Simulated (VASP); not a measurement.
# KRu (P-6m2) in VASP: notebook, part 2 of 2

VASP 6.6.1. Earlier steps stand in the parts before.

## Step 4: Single point, PBE, collinear spin, ferromagnetic start

File INCAR:

```
SYSTEM = KRu
PREC     = Accurate       ! precision mode
ENCUT    = 520            ! plane-wave cutoff, eV
EDIFF    = 1E-6           ! SCF threshold, eV
ISMEAR   = 0              ! smearing method
SIGMA    = 0.1            ! smearing width, eV
LREAL    = .FALSE.        ! projectors in reciprocal space
LASPH    = .TRUE.         ! aspherical terms in the spheres
NELM     = 150            ! most SCF steps
ALGO     = Normal         ! electronic algorithm
ISIF     = 2              ! what is computed and relaxed
LWAVE    = .FALSE.        ! write WAVECAR
LCHARG   = .FALSE.        ! write CHGCAR
ISPIN    = 2              ! spin polarisation
MAGMOM   = 0 1            ! initial moments
LORBIT   = 11             ! projections on sites
LMAXMIX  = 4              ! l up to which the mixer works
GGA      = PE             ! functional
NBANDS   = 22             ! bands
```

File KPOINTS:

```
Automatic mesh
0
G
  6 6 4
  0 0 0
```

File POSCAR:

```
KRu
1.0
    2.8209942481      0.0000000000      0.0000000000
   -1.4104971241      2.4430526828      0.0000000000
    0.0000000000      0.0000000000      5.7413192582
K Ru
1 1
Direct
    0.3333333333      0.6666666667      0.5000000000
    0.0000000000      0.0000000000      0.0000000000
```

Potentials or basis: VASP PAW PBE potentials, release 64 (K_sv, Ru_pv).

Started as:

```bash
cat potpaw_PBE.64/K_sv/POTCAR potpaw_PBE.64/Ru_pv/POTCAR > POTCAR
mpirun -np 1 vasp_std > vasp.out
```

OUTCAR:

```text
SYSTEM = KRu
   PREC = Accurate
   ENCUT = 520
   EDIFF = 1E-6
   ISMEAR = 0
   LREAL = .FALSE.
   LASPH = .TRUE.
   NELM = 150
   ISIF = 2
   ISPIN = 2
   LORBIT = 11
   GGA = PE

 ion  position               nearest neighbor table
   1  0.333  0.667  0.500-   2 3.30   2 3.30   2 3.30   2 3.30   2 3.30   2 3.30
   2  0.000  0.000  0.000-   1 3.30   1 3.30   1 3.30   1 3.30   1 3.30   1 3.30

  LATTYP: Found a hexagonal cell.
 ALAT       =     2.8209942481
 C/A-ratio  =     2.0352112600

  Lattice vectors:

 A1 = (   2.8209942481,   0.0000000000,   0.0000000000)
 A2 = (  -1.4104971241,   2.4430526828,   0.0000000000)
 A3 = (   0.0000000000,   0.0000000000,   5.7413192582)

Analysis of symmetry for initial positions (statically):
=====================================================================
 Subroutine PRICEL returns:
 Original cell was already a primitive cell.

 Routine SETGRP: Setting up the symmetry group for a
 hexagonal supercell.

 Subroutine GETGRP returns: Found 12 space group operations
 (whereof 12 operations were pure point group operations)
 out of a pool of 24 trial point group operations.

The static configuration has the point symmetry D_3h.

Analysis of symmetry for dynamics (positions and initial velocities):
=====================================================================
 Subroutine PRICEL returns:
 Original cell was already a primitive cell.

 Routine SETGRP: Setting up the symmetry group for a
 hexagonal supercell.

 Subroutine GETGRP returns: Found 12 space group operations
 (whereof 12 operations were pure point group operations)
 out of a pool of 24 trial point group operations.

The dynamic configuration has the point symmetry D_3h.

Analysis of structural, dynamic, and magnetic symmetry:
=====================================================================
 Subroutine PRICEL returns:
 Original cell was already a primitive cell.

 Routine SETGRP: Setting up the symmetry group for a
 hexagonal supercell.

 Subroutine GETGRP returns: Found 12 space group operations
 (whereof 12 operations were pure point group operations)
 out of a pool of 24 trial point group operations.

The overall configuration has the point symmetry D_3h.

 Subroutine INISYM returns: Found 12 space group operations
 (whereof 12 operations are pure point group operations),
 and found     1 'primitive' translations

----------------------------------------------------------------------------------------

                                     Primitive cell

  volume of cell :      39.5682

  direct lattice vectors                    reciprocal lattice vectors
     2.820994248  0.000000000  0.000000000     0.354484948  0.204661980  0.000000000
    -1.410497124  2.443052683  0.000000000     0.000000000  0.409323961  0.000000000
     0.000000000  0.000000000  5.741319258     0.000000000  0.000000000  0.174175996

  length of vectors
     2.820994248  2.820994248  5.741319258     0.409323961  0.409323961  0.174175996

  position of ions in fractional coordinates (direct lattice)
     0.333333333  0.666666667  0.500000000
     0.000000000  0.000000000  0.000000000

  ion indices of the primitive-cell ions
   primitive index   ion index
                 1           1
                 2           2

----------------------------------------------------------------------------------------

[... 62 lines left out ...]
   LASPH  =      T    aspherical Exc in radial PAW
   ENCUT  =  520.0 eV  38.22 Ry    6.18 a.u.   5.25  5.25 10.68*2*pi/ulx,y,z
   NELM   =    150;   NELMIN=  2; NELMDL= -5     # of ELM steps
   EDIFF  = 0.1E-05   stopping-criterion for ELM
   LREAL  =      F    real-space projection
   EDIFFG = 0.1E-04   stopping-criterion for IOM
   NSW    =      0    number of steps for IOM
   IBRION =     -1    ionic relax: 0-MD 1-quasi-New 2-CG
   NFREE  =      0    steps in history (QN), initial steepest desc. (CG)
   ISIF   =      2    stress and relaxation
   ISYM   =      2    0-nonsym 1-usesym 2-fastsym
   POTIM  = 0.5000    time-step for ionic-motion
   TEBEG  =    0.0;   TEEND  =   0.0 temperature during run
   PSTRESS=    0.0 pullay stress
   NELECT =      23.0000    total number of electrons
   NUPDOWN=      -1.0000    fix difference up-down
   EMIN   =  10.00;   EMAX   =-10.00  energy-range for DOS
   EFERMI =   0.00;   METHOD = LEGACY
   ISMEAR =     0;   SIGMA  =   0.10  broadening in eV -4-tet -1-fermi 0-gaus
   EFERMI_NEDOS =   21; number of points for ismear=-14 and -15
   IALGO  =     38    algorithm
   IMIX   =      4    mixing-type and parameters
     AMIX     =   0.40;   BMIX     =  1.00
     AMIX_MAG =   1.60;   BMIX_MAG =  1.00
  volume/ion in A,a.u.               =      19.78       133.51
  Fermi-wavevector in a.u.,A,eV,Ry     =   1.366266  2.581868 25.397754  1.866682
  Thomas-Fermi vector in A             =   2.492422
   LORBIT       =     11    0 simple, 1 ext, 2 COOP (PROOUT), +10 PAW based schemes
   GGA     = PE    functional components
   LHFCALC =     F    Hartree Fock is set to
   AEXX    =    0.0000 exact exchange contribution
   IVDW    =     0    specifies the selected vdW correction
   LEPSILON=     F    determine dielectric tensor
   LRPA    =     F    only Hartree local field effects (RPA)
 spin polarized calculation
 Gauss-broadening in eV      SIGMA  =   0.10
  energy-cutoff  :      520.00
  volume of cell :       39.57
 maximum number of plane-waves:      1076
 NGX is ok and might be reduce to    24
   NGX = 11   NGY = 11   NGZ = 21

 number of electron      23.0000000 magnetization      -0.0013964

 number of electron      23.0000000 magnetization       0.0006928

 Free energy of the ion-electron system (eV)
  ---------------------------------------------------
  ext. energy  EPLUGINS =         0.00000000
  ---------------------------------------------------
  free energy    TOTEN  =        -7.67497337 eV

  energy without entropy =       -7.66511635  energy(sigma->0) =       -7.67004486

 E-fermi :   5.7543     XC(G=0): -10.9151

 val. band max:        5.7235879185   @ k =   0.3333   0.0000   0.5000
 cond. band min:       5.8002428372   @ k =   0.1667   0.1667   0.0000
 fundamental gap:      0.0766549187
 Fermi energy:         5.7542532134

 spin component 1

 k-point     1 :       0.0000    0.0000    0.0000
  band No.  band energies     occupation
      1     -36.3310      1.00000
      2     -36.0793      1.00000
      3     -36.0793      1.00000
      4     -27.0180      1.00000
      5     -10.1141      1.00000
      6      -8.6901      1.00000
[... 514 lines left out ...]
     21      16.3707      0.00000
     22      17.1483      0.00000
 Fermi energy:         5.7542532134

 spin component 2

 k-point     1 :       0.0000    0.0000    0.0000
  band No.  band energies     occupation
      1     -36.3303      1.00000
      2     -36.0788      1.00000
      3     -36.0788      1.00000
      4     -27.0180      1.00000
      5     -10.1141      1.00000
      6      -8.6901      1.00000
[... 514 lines left out ...]
     21      16.3708      0.00000
     22      17.1492      0.00000

------------------------ aborting loop because EDIFF is reached ----------------------------------------

  FORCE on cell =-STRESS in cart. coord.  units (eV):
  Direction    XX          YY          ZZ          XY          YZ          ZX
  --------------------------------------------------------------------------------------
  -------------------------------------------------------------------------------------
  Total        0.0806172      0.0806172      0.0354571     -0.0000000      0.0000000      0.0000000
  in kB        3.2643104      3.2643104      1.4357130     -0.0000000      0.0000000      0.0000000
  external PRESSURE =       2.6547779 kB  Pullay stress =       0.0000000 kB

 VOLUME and BASIS-vectors are now :
 -----------------------------------------------------------------------------
  energy-cutoff  :      520.00
  volume of cell :       39.57
      direct lattice vectors                 reciprocal lattice vectors
     2.820994248  0.000000000  0.000000000     0.354484948  0.204661980  0.000000000
    -1.410497124  2.443052683  0.000000000     0.000000000  0.409323961  0.000000000
     0.000000000  0.000000000  5.741319258     0.000000000  0.000000000  0.174175996

 POSITION                                       TOTAL-FORCE (eV/Angst)
 -----------------------------------------------------------------------------------
     -0.00000      1.62870      2.87066        -0.000000      0.000000      0.000000
      0.00000      0.00000      0.00000         0.000000      0.000000      0.000000
 -----------------------------------------------------------------------------------
    total drift:                                0.000000     -0.000000     -0.000000

  FREE ENERGIE OF THE ION-ELECTRON SYSTEM (eV)
  ---------------------------------------------------
  free  energy   TOTEN  =        -7.6749733657 eV

  energy  without entropy=       -7.6651163460  energy(sigma->0) =       -7.67004486

 total charge

# of ion       s       p       d       tot
------------------------------------------
    1        1.988   5.594   0.114   7.696
    2        0.382   6.154   5.830  12.366
--------------------------------------------------
tot          2.370  11.747   5.945  20.062

 magnetization (x)

# of ion       s       p       d       tot
------------------------------------------
    1        0.000  -0.000  -0.000  -0.000
    2        0.000   0.000   0.001   0.001
--------------------------------------------------
tot          0.000  -0.000   0.001   0.001
```

Run time: 55 s. Hardware: 1 thread of Intel Xeon Platinum 8259CL at 2.50GHz (Skylake/Cascade Lake), shared host; peak memory 0.2 GiB.

What came out:

| Quantity | Value |
| --- | --- |
| Free energy | -7.6750 eV |
| Pressure | 0.3 GPa |
| Net moment | 0.00 μB per cell |
| Valence electrons inside the program's atomic spheres | K 7.70; Ru 12.37 |

Stress tensor (GPa, compression positive):
```
0.33 0.00 0.00
0.00 0.33 0.00
0.00 0.00 0.14
```

Caveat: the k points lie up to 0.43 Å⁻¹ apart.

## Step 5: Relaxation of cell and atoms, PBE

This run uses another cell than the first one, of 41.00 Å³/atom.

File INCAR:

```
ALGO = Normal ; EDIFF = 1E-7
EDIFFG = -0.04 ; ENCUT = 600
GGA = PE ; IBRION = 2
ISIF = 3 ; ISMEAR = 0
LASPH = True ; LCHARG = False
LREAL = False ; LWAVE = False
NELM = 60 ; NSW = 90
PREC = Accurate ; SIGMA = 0.1
```

File KPOINTS:

```
k-points
0
Gamma
  6 6 4
```

File POSCAR:

```
KRu
1.0
    4.0499186100      0.0000000000      0.0000000000
   -2.0249593100      3.5073324000      0.0000000000
    0.0000000000      0.0000000000      5.7726930000
K Ru
1 1
Direct
    0.3333333300      0.6666666700      0.5000000000
    0.0000000000      0.0000000000      0.0000000000
```

Started as:

```bash
cat potpaw_PBE.64/K_sv/POTCAR potpaw_PBE.64/Ru_pv/POTCAR > POTCAR
mpirun -np 1 vasp_std > vasp.out
```

Wall time 8 min (1 thread of Intel Xeon Platinum 8259CL at 2.50GHz (Skylake/Cascade Lake), shared host); peak memory 0.25 GiB.

Results (log left out):

```
Free energy                           : -7.6779 eV
Relaxed volume                        : 19.80 Å³/atom
Relaxed cell                          : a = 2.822 Å, b = 2.822 Å, c = 5.739 Å, α = 90.00°, β = 90.00°, γ = 120.00°
Space group after relaxing (to 0.1 Å) : P-6m2 (No. 187)
Pressure after relaxing               : 0.3 GPa
Band gap on the k mesh                : zero (an odd number of electrons rules out a gap without spin polarisation)
```

Final structure:
```
K Ru
1.0
     2.82241    0.00000    0.00000
    -1.41121    2.44428    0.00000
     0.00000    0.00000    5.73876
K Ru
1 1
Direct
  0.33333 0.66667 0.50000
  0.00000 0.00000 0.00000
```

Levels at points of the mesh, in eV from the Fermi level:
| k point | band 9 | band 10 | band 11 | band 12 | band 13 | band 14 |
| --- | --- | --- | --- | --- | --- | --- |
| (0.00, 0.00, 0.00) | -2.49 | -1.05 | -1.05 | 0.70 | 0.70 | 1.41 |
| (0.50, 0.00, 0.00) | -2.53 | -0.73 | 0.05 | 1.25 | 1.75 | 2.06 |
| (0.00, 0.00, 0.50) | -1.57 | -1.11 | -1.06 | -1.06 | 0.69 | 0.69 |
| (0.50, 0.00, 0.50) | -2.67 | -1.20 | 0.11 | 1.40 | 2.05 | 2.06 |

Caveat: the volume moved by over 15 % at a fixed basis, so the end points are rough.

## Step 6: Overview

| task | spin | cell | cutoff (eV) | gap on the mesh (eV) | pressure (GPa) |
| --- | --- | --- | --- | --- | --- |
| single point | off | a = 2.821, b = 2.821, c = 5.741 Å, angles 90.0, 90.0, 120.0°, 2 atoms | 520 | none | 0.3 |
| single point | off | a = 4.050, b = 4.050, c = 5.773 Å, angles 90.0, 90.0, 120.0°, 2 atoms | 520 | none | -5.6 |
| single point | collinear, ferromagnetic start | a = 2.821, b = 2.821, c = 5.741 Å, angles 90.0, 90.0, 120.0°, 2 atoms | 520 | none | 0.3 |
| relaxation of cell and atoms | off | relaxed from a = 4.050, b = 4.050, c = 5.773 Å, angles 90.0, 90.0, 120.0°, 2 atoms | 600 | none | 0.3 |

Alike in all rows: level PBE; potentials or basis VASP PAW PBE potentials, release 64 (K_sv, Ru_pv); k mesh 6 × 6 × 4; smearing gaussian 0.1 eV.

Caveats: some runs use coarse meshes; the cell stands under tension (at least some runs); the volume moved by over 15 % at a fixed basis, so the end points are rough (at least some runs).

Total energies depend on the potentials used, so only differences within one code and one set of settings carry meaning.
